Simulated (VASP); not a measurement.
# Fe (P6/mmm) in VASP: further runs

Fe is run at these levels: r2SCAN; tasks: relaxation of cell and atoms, single point.

Program: VASP 6.6.1. These are calculated values, not measurements. Logs are shortened: lines on timing, memory, paths and dates and some standing lists are left out, and cuts for length are marked.

## 1. The cell of the first run

The structure is hexagonal, space group P6/mmm (No. 191). The conventional cell has a = 4.052 Å, b = 4.052 Å, c = 2.484 Å, α = 90.00°, β = 90.00°, γ = 120.00°. Within 3.3 Å of Fe (site symmetry 6/mmm) lie 14 Fe at 2.48 to 2.65 Å. Within 3.1 Å of Fe (site symmetry -6m2) lie 11 Fe at 2.34 to 2.65 Å.

This isn't the form of Fe at room conditions, which is bcc.

## 2. Relaxation of cell and atoms, r2SCAN, collinear spin, ferromagnetic start

Contents of POSCAR:

```
Fe
1.0
    4.0524593180      0.0000000000      0.0000000000
   -2.0262296590      3.5095327172      0.0000000000
    0.0000000000      0.0000000000      2.4841575619
Fe
3
Direct
    0.0000000000      0.0000000000      0.0000000000
    0.3333333333      0.6666666667      0.5000000000
    0.6666666667      0.3333333333      0.5000000000
```

Contents of INCAR.step1:

```
ALGO = Normal ; EDIFF = 1E-4
ENCUT = 600 ; GGA = PE
ISMEAR = -1 ; ISPIN = 2
LASPH = True ; LCHARG = False
LMAXMIX = 4 ; LREAL = False
LWAVE = True ; MAGMOM = 2.5 2.5 2.5
NELM = 150 ; PREC = Accurate
SIGMA = 0.05
```

Contents of INCAR.step2:

```
ALGO = Normal ; EDIFF = 1E-6
EDIFFG = -0.01 ; ENCUT = 600
IBRION = 2 ; ISIF = 3
ISMEAR = -1 ; ISPIN = 2
ISTART = 1 ; LASPH = True
LCHARG = False ; LMAXMIX = 4
LMIXTAU = True ; LORBIT = 11
LREAL = False ; LWAVE = False
MAGMOM = 2.5 2.5 2.5 ; METAGGA = R2SCAN
NELM = 150 ; NSW = 80
PREC = Accurate ; SIGMA = 0.05
```

Contents of KPOINTS:

```
k-points
0
Gamma
  9 9 13
```

Potentials or basis: VASP PAW PBE potentials, release 64 (Fe).

Run with:

```bash
cat potpaw_PBE.64/Fe/POTCAR > POTCAR
cp INCAR.step1 INCAR
mpirun -np 1 vasp_std > vasp.out
cp INCAR.step2 INCAR
mpirun -np 1 vasp_std > vasp.out
```

OUTCAR:

```text
EDIFF = 1E-6
   EDIFFG = -0.01
   ENCUT = 600
   IBRION = 2
   ISIF = 3
   ISMEAR = -1
   ISPIN = 2
   ISTART = 1
   LASPH = True
   LORBIT = 11
   LREAL = False
   METAGGA = R2SCAN
   NELM = 150
   NSW = 80
   PREC = Accurate

 ion  position               nearest neighbor table
   1  0.000  0.000  0.000-   2 2.65   3 2.65   2 2.65   3 2.65   3 2.65   3 2.65   2 2.65   2 2.65
                             3 2.65   3 2.65   2 2.65   2 2.65
   2  0.333  0.667  0.500-   3 2.34   3 2.34   3 2.34   1 2.65   1 2.65   1 2.65   1 2.65   1 2.65
                             1 2.65
   3  0.667  0.333  0.500-   2 2.34   2 2.34   2 2.34   1 2.65   1 2.65   1 2.65   1 2.65   1 2.65
                             1 2.65

  LATTYP: Found a hexagonal cell.
 ALAT       =     4.0524593180
 C/A-ratio  =     0.6130000000

  Lattice vectors:

 A1 = (   4.0524593180,   0.0000000000,   0.0000000000)
 A2 = (  -2.0262296590,   3.5095327172,   0.0000000000)
 A3 = (   0.0000000000,   0.0000000000,   2.4841575619)

Analysis of symmetry for initial positions (statically):
=====================================================================
 Subroutine PRICEL returns:
 Original cell was already a primitive cell.

 Routine SETGRP: Setting up the symmetry group for a
 hexagonal supercell.

 Subroutine GETGRP returns: Found 24 space group operations
 (whereof 24 operations were pure point group operations)
 out of a pool of 24 trial point group operations.

The static configuration has the point symmetry D_6h.

Analysis of symmetry for dynamics (positions and initial velocities):
=====================================================================
 Subroutine PRICEL returns:
 Original cell was already a primitive cell.

 Routine SETGRP: Setting up the symmetry group for a
 hexagonal supercell.

 Subroutine GETGRP returns: Found 24 space group operations
 (whereof 24 operations were pure point group operations)
 out of a pool of 24 trial point group operations.

The dynamic configuration has the point symmetry D_6h.

Analysis of structural, dynamic, and magnetic symmetry:
=====================================================================
 Subroutine PRICEL returns:
 Original cell was already a primitive cell.

 Routine SETGRP: Setting up the symmetry group for a
 hexagonal supercell.

 Subroutine GETGRP returns: Found 24 space group operations
 (whereof 24 operations were pure point group operations)
[... 116 lines left out ...]
   NUPDOWN=      -1.0000    fix difference up-down
   EMIN   =  10.00;   EMAX   =-10.00  energy-range for DOS
   EFERMI =   0.00;   METHOD = LEGACY
   ISMEAR =    -1;   SIGMA  =   0.05  broadening in eV -4-tet -1-fermi 0-gaus
   EFERMI_NEDOS =   21; number of points for ismear=-14 and -15
   IALGO  =     38    algorithm
   IMIX   =      4    mixing-type and parameters
     AMIX     =   0.40;   BMIX     =  1.00
     AMIX_MAG =   1.60;   BMIX_MAG =  1.00
  volume/ion in A,a.u.               =      11.78        79.47
  Fermi-wavevector in a.u.,A,eV,Ry     =   1.439117  2.719537 28.178465  2.071059
  Thomas-Fermi vector in A             =   2.558009
   LORBIT       =     11    0 simple, 1 ext, 2 COOP (PROOUT), +10 PAW based schemes
   METAGGA = R2SCAN    functional components
   LHFCALC =     F    Hartree Fock is set to
   AEXX    =    0.0000 exact exchange contribution
   IVDW    =     0    specifies the selected vdW correction
   LEPSILON=     F    determine dielectric tensor
   LRPA    =     F    only Hartree local field effects (RPA)
 conjugate gradient relaxation of ions
 spin polarized calculation
  energy-cutoff  :      600.00
  volume of cell :       35.33
 maximum number of plane-waves:      1196
   NGX = 17   NGY = 17   NGZ =  9

--------------------------------------- Ionic step        1  -------------------------------------------

 number of electron      24.0000009 magnetization       5.5343640

 Free energy of the ion-electron system (eV)
  ---------------------------------------------------
  ext. energy  EPLUGINS =         0.00000000
  ---------------------------------------------------
  free energy    TOTEN  =       -41.19358966 eV

  energy without entropy =      -41.15148589  energy(sigma->0) =      -41.17253777

------------------------ aborting loop because EDIFF is reached ----------------------------------------

  FORCE on cell =-STRESS in cart. coord.  units (eV):
  Direction    XX          YY          ZZ          XY          YZ          ZX
  --------------------------------------------------------------------------------------
  -------------------------------------------------------------------------------------
  Total        0.2056853      0.2056853     -2.8771541      0.0000000      0.0000000      0.0000000
  in kB        9.3275307      9.3275307   -130.4747909      0.0000000      0.0000000      0.0000000
  external PRESSURE =     -37.2732431 kB  Pullay stress =       0.0000000 kB
[... 135 lines left out ...]
--------------------------------------- Ionic step        5  -------------------------------------------

 number of electron      23.9999996 magnetization       5.4903452

 Free energy of the ion-electron system (eV)
  ---------------------------------------------------
  ext. energy  EPLUGINS =         0.00000000
  ---------------------------------------------------
  free energy    TOTEN  =       -41.25299563 eV

  energy without entropy =      -41.20583763  energy(sigma->0) =      -41.22941663

 E-fermi :   5.8169     XC(G=0): -14.1537

 val. band max:        5.8143925407   @ k =   0.1111  -0.0000   0.1538
 cond. band min:       5.8181683469   @ k =   0.3333   0.3333   0.2308
 fundamental gap:      0.0037758062
 Fermi energy:         5.8169330610

 spin component 1

 k-point     1 :       0.0000    0.0000    0.0000
  band No.  band energies     occupation
      1      -3.0514      1.00000
      2       0.7344      1.00000
      3       1.8171      1.00000
      4       1.8290      1.00000
      5       1.8290      1.00000
      6       2.0299      1.00000
[... 541 lines left out ...]
     19      17.4857      0.00000
     20      17.5208      0.00000

 [... further k-points ...]

 spin component 2

 k-point     1 :       0.0000    0.0000    0.0000
  band No.  band energies     occupation
      1      -3.3418      1.00000
      2       2.6053      1.00000
      3       3.6045      1.00000
      4       3.6045      1.00000
      5       4.0149      1.00000
      6       4.0149      1.00000
[... 573 lines left out ...]
  FREE ENERGIE OF THE ION-ELECTRON SYSTEM (eV)
  ---------------------------------------------------
  free  energy   TOTEN  =       -41.2529956332 eV

  energy  without entropy=      -41.2058376309  energy(sigma->0) =      -41.22941663

 reached required accuracy - stopping structural energy minimisation

 total charge

# of ion       s       p       d       tot
------------------------------------------
    1        0.471   0.537   6.268   7.276
    2        0.505   0.563   6.188   7.256
    3        0.505   0.563   6.188   7.256
--------------------------------------------------
tot          1.482   1.663  18.645  21.789

 magnetization (x)

# of ion       s       p       d       tot
------------------------------------------
    1       -0.035  -0.091   0.092  -0.033
    2        0.015  -0.016   2.812   2.810
    3        0.015  -0.016   2.812   2.810
--------------------------------------------------
tot         -0.005  -0.123   5.715   5.587
```

OUTCAR.step1:

```text
EDIFF = 1E-4
   ENCUT = 600
   GGA = PE
   ISMEAR = -1
   ISPIN = 2
[... 1352 lines left out ...]
      0.00000      0.00000      0.00000         0.000000      0.000000      0.000000
     -0.00000      2.33969      1.24208         0.000000      0.000000      0.000000
      2.02623      1.16984      1.24208        -0.000000      0.000000      0.000000
 -----------------------------------------------------------------------------------
    total drift:                               -0.000000      0.000000      0.000000

  FREE ENERGIE OF THE ION-ELECTRON SYSTEM (eV)
  ---------------------------------------------------
  free  energy   TOTEN  =       -23.7140457115 eV

  energy  without entropy=      -23.6504451836  energy(sigma->0) =      -23.68224545
```

OSZICAR.step1:

```text
N       E                     dE             d eps       ncg     rms          rms(c)
DAV:   1     0.164045291163E+03    0.16405E+03   -0.11679E+04  6824   0.171E+03
DAV:   2    -0.194877573786E+02   -0.18353E+03   -0.17383E+03  6728   0.313E+02
DAV:   3    -0.269285321451E+02   -0.74408E+01   -0.67575E+01  7168   0.898E+01
[... 11 lines left out ...]
DAV:  15    -0.237137352488E+02   -0.26101E-02   -0.13634E-02 10700   0.148E+00    0.313E-01
DAV:  16    -0.237140003259E+02   -0.26508E-03   -0.13113E-02 11036   0.150E+00    0.258E-01
DAV:  17    -0.237138583177E+02    0.14201E-03   -0.11599E-03  7536   0.371E-01    0.178E-01
DAV:  18    -0.237140548444E+02   -0.19653E-03   -0.31123E-03  7748   0.805E-01    0.730E-02
DAV:  19    -0.237140457115E+02    0.91329E-05   -0.14969E-04  3556   0.159E-01
   1 F= -.23714046E+02 E0= -.23682245E+02  d E =-.636005E-01  mag=     3.6354
```

Wall time 2 h (1 thread of Oxide Virtual Turin-like, shared host); peak memory 0.24 GiB.

Results:

```yaml
Free_energy: -41.2530 eV
Relaxed_volume: 11.52 Å³/atom
Relaxed_cell: a = 4.088 Å, b = 4.088 Å, c = 2.387 Å, α = 90.00°, β = 90.00°, γ = 120.00°
Space_group_after_relaxing_to_0.1_Å: P6/mmm (No. 191)
Energy_gained_by_relaxing: 19.8 meV/atom
Ionic_steps: 5
Pressure_after_relaxing: 0.0 GPa
Net_moment: 5.49 μB per cell
Site_moments: Fe -0.03, +2.81 (each value once) μB
Valence_electrons_inside_the_program's_atomic_spheres: Fe 7.28, 7.26 (each value once)
```

The path:
```tsv
step	energy change (eV)	largest force (eV/Å)	pressure (GPa)	volume (Å³)
1	0.0000	0.0000	-3.73	35.33
2	-0.0528	0.0000	3.43	33.92
3	-0.0558	0.0000	1.98	34.18
4	-0.0583	0.0000	-1.05	34.76
5	-0.0594	0.0000	-0.04	34.55
```

Final structure:
```xyz
3
Lattice="4.0882 0.0000 0.0000 -2.0441 3.5405 0.0000 0.0000 0.0000 2.3868" Properties=species:S:1:pos:R:3 pbc="T T T"
Fe    0.0000    0.0000    0.0000
Fe    0.0000    2.3603    1.1934
Fe    2.0441    1.1802    1.1934
```

Levels at points of the mesh, in eV from the Fermi level:
Spin up:
```tsv
k point	band 10	band 11	band 12	band 13	band 14	band 15	band 16	band 17	band 18	band 19
(0.00, 0.00, 0.00)	-2.48	-1.87	-1.87	-1.82	-1.82	1.08	1.08	6.17	6.17	6.42
```
Spin down:
| k point | band 6 | band 7 | band 8 | band 9 | band 10 | band 11 | band 12 | band 13 |
| --- | --- | --- | --- | --- | --- | --- | --- | --- |
| (0.00, 0.00, 0.00) | -1.80 | -1.37 | -0.96 | -0.25 | -0.25 | 0.21 | 0.21 | 1.83 |

Caveat: the PAW data sets were made with another functional, which shifts forces and pressure a little.

## 3. Single point, r2SCAN, collinear spin, ferromagnetic start

This run uses another cell than the first one, of 12.27 Å³/atom.

Contents of POSCAR:

```
Fe
1.0
    4.2091546658      0.0000000000      0.0000000000
   -2.1045773329      3.6452348690      0.0000000000
    0.0000000000      0.0000000000      2.3985400836
Fe
3
Direct
    0.0000000000      0.0000000000      0.0000000000
    0.3333333333      0.6666666667      0.5000000000
    0.6666666667      0.3333333333      0.5000000000
```

Contents of INCAR.step1:

```
  ALGO = Normal
  EDIFF = 1E-4
  ENCUT = 520
  GGA = PE
  ISMEAR = -1
  ISPIN = 2
  LASPH = True
  LCHARG = False
  LMAXMIX = 4
  LREAL = False
  LWAVE = True
  MAGMOM = 2.5 2.5 2.5
  NBANDS = 23
  NELM = 150
  PREC = Accurate
  SIGMA = 0.05
```

Contents of INCAR.step2:

```
  ALGO = Normal
  EDIFF = 1E-6
  ENCUT = 520
  ISIF = 2
  ISMEAR = -1
  ISPIN = 2
  ISTART = 1
  LASPH = True
  LCHARG = False
  LMAXMIX = 4
  LMIXTAU = True
  LORBIT = 11
  LREAL = False
  LWAVE = False
  MAGMOM = 2.5 2.5 2.5
  METAGGA = R2SCAN
  NBANDS = 23
  NELM = 150
  PREC = Accurate
  SIGMA = 0.05
```

KPOINTS is that of step 2.

Potentials or basis: VASP PAW PBE potentials, release 64 (Fe).

Run with:

```bash
cat potpaw_PBE.64/Fe/POTCAR > POTCAR
cp INCAR.step1 INCAR
mpirun -np 1 vasp_std > vasp.out
cp INCAR.step2 INCAR
mpirun -np 1 vasp_std > vasp.out
```

It took 9 min on 1 thread of Oxide Virtual Turin-like, shared host; peak memory 0.2 GiB.

The run converged. Its results:

```
Free energy                                           : -42.6636 eV
Pressure                                              : -0.3 GPa
Net moment                                            : 8.41 μB per cell
Site moments                                          : Fe +2.87, +2.85 (each value once) μB
Valence electrons inside the program's atomic spheres : Fe 7.09, 7.17 (each value once)
```

Stress tensor (GPa, compression positive):
```
-0.27  0.00  0.00
 0.00 -0.27  0.00
 0.00  0.00 -0.42
```

Levels at points of the mesh, in eV from the Fermi level:
Spin up:
| k point | band 14 | band 15 | band 16 | band 17 | band 18 | band 19 |
| --- | --- | --- | --- | --- | --- | --- |
| (0.00, 0.00, 0.00) | -2.56 | -1.64 | -1.64 | 5.16 | 5.16 | 5.17 |
Spin down:
```
           k point  band 5  band 6  band 7  band 8  band 9  band 10  band 11  band 12
(0.00, 0.00, 0.00)   -1.90   -1.90   -1.69   -0.91    0.53     0.53     1.98     1.98
```

Caveat: the PAW data sets were made with another functional, which shifts forces and pressure a little.

[end of part 1 of 2]
